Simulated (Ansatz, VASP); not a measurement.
## One calculation of SnSe, two programs

```xyz
2
Lattice="0.0000 3.0100 2.9799 3.0100 0.0000 2.9799 3.0100 3.0100 0.0000" Properties=species:S:1:pos:R:3 pbc="T T T"
Sn    0.0000    0.0000    0.0000
Se    3.0100    3.0100    2.9799
```

Change from the starting cell: zz strain of -1 %, PAW files.

Alike in both runs: task electric field gradients; functional PBEsol; k mesh 7 × 7 × 7; occupations fermi-dirac, width 0.01 eV; no spin polarisation.

|  | VASP | Ansatz |
| --- | --- | --- |
| version | VASP 6.6.1 | Ansatz 0.2.0 |
| potentials or method | VASP PAW PBE potentials, release 64 (Sn_d, Se) | PAW with Ansatz's default frozen-core files, scalar-relativistic |
| plane-wave cutoff (eV) | 520 | 420 |
| valence electrons in the cell | 20 | 30 |

Ansatz gave:

* gap on the k mesh at the Fermi level (eV): 0.68
* pressure (GPa): -1.4
* traceless stress, the component that is largest in VASP (GPa): 0.81
* size of Vzz on the site where it differs most (V/Å²): 14.1

Question: What did VASP give for the same quantities?

Answer: gap on the k mesh at the Fermi level (eV): 0.68; pressure (GPa): -1.4; traceless stress, the component that is largest in VASP (GPa): 0.82; size of Vzz on the site where it differs most (V/Å²): 13.8.

VASP's potentials were made for PBE, not for PBEsol. VASP's potentials hold 20 valence electrons a cell and Ansatz's 30, so a difference there can come from the potentials and not from the codes.
